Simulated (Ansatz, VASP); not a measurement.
## MoS2 in VASP and in Ansatz

File INCAR:

```
PREC     = Accurate       # precision mode
ENCUT    = 520            # plane-wave cutoff, eV
EDIFF    = 1E-7           # SCF threshold, eV
ISMEAR   = 0              # smearing method
SIGMA    = 0.05           # smearing width, eV
LREAL    = False          # projectors in reciprocal space
LASPH    = True           # aspherical terms in the spheres
NELM     = 80             # most SCF steps
ALGO     = Normal         # electronic algorithm
ISIF     = 2              # what is computed and relaxed
LWAVE    = False          # write WAVECAR
LCHARG   = False          # write CHGCAR
GGA      = PE             # functional
IVDW     = 12             # dispersion correction
NBANDS   = 35             # bands
```

File KPOINTS:

```
regular mesh
0
Gamma
  10 10 2
```

Contents of POSCAR:

```
MoS2
1.0
   -3.1494847632      0.0000000000      0.0000000000
   -1.5747423816     -2.7275338138      0.0000000000
   -1.1810567862     -0.6818834534     13.2900638030
Mo S
2 4
Direct
   -0.0147375000     -0.0147375000      0.0589500000
   -0.1397375000     -0.1397375000      0.5589500000
    0.1641222564      0.1641222564      0.6768443076
    0.2891222564      0.2891222564      0.1768443076
    0.0980694102      0.0980694102      0.9410556924
    0.2230694102      0.2230694102      0.4410556924
```

Input for Ansatz:

```yaml
crystal:
  lattice:
    - [-3.1494847632, 0.0, 0.0]
    - [-1.5747423816, -2.7275338138, 0.0]
    - [-1.1810567862, -0.6818834534, 13.290063803]
  atoms:
    - { symbol: Mo, position: [-0.0147375, -0.0147375, 0.05895] }
    - { symbol: Mo, position: [-0.1397375, -0.1397375, 0.55895] }
    - { symbol: S, position: [0.1641222564, 0.1641222564, 0.6768443076] }
    - { symbol: S, position: [0.2891222564, 0.2891222564, 0.1768443076] }
    - { symbol: S, position: [0.0980694102, 0.0980694102, 0.9410556924] }
    - { symbol: S, position: [0.2230694102, 0.2230694102, 0.4410556924] }
basis:
  ecutwfc: 420
kpoints:
  mp_grid: { grid: [10, 10, 2] }
hamiltonian:
  xc: pbe
  pseudopotentials: { kind: paw, azcp: { folder: soft_1 } }
  dispersion: d3bj
scf:
  occupations: { method: gaussian, width: 0.05 }
output:
  forces: true
  stress: true
  eigenvalues: true
```

Alike in both runs: task single point; functional PBE; dispersion D3(BJ); k mesh 10 × 10 × 2; occupations gaussian, width 0.05 eV; no spin polarisation.

|  | VASP | Ansatz |
| --- | --- | --- |
| version | VASP 6.6.1 | Ansatz 0.2.0 |
| potentials or method | VASP PAW PBE potentials, release 64 (Mo_sv, S), cutoff 520 eV | scalar-relativistic, plane waves, PAW |
| valence electrons in the cell | 52 | 52 |

|  | VASP | Ansatz | Ansatz less VASP |
| --- | --- | --- | --- |
| gap on the k mesh at the Fermi level (eV) | 0.32 | 0.32 | -0.009 |
| least direct gap on the mesh (eV) | 0.51 | 0.51 | -0.001 |
| rms of the force components (eV/Å) | 12.251 | 12.286 | +0.0349 |

Atom by atom the forces differ by 0.037 eV/Å (rms over components).
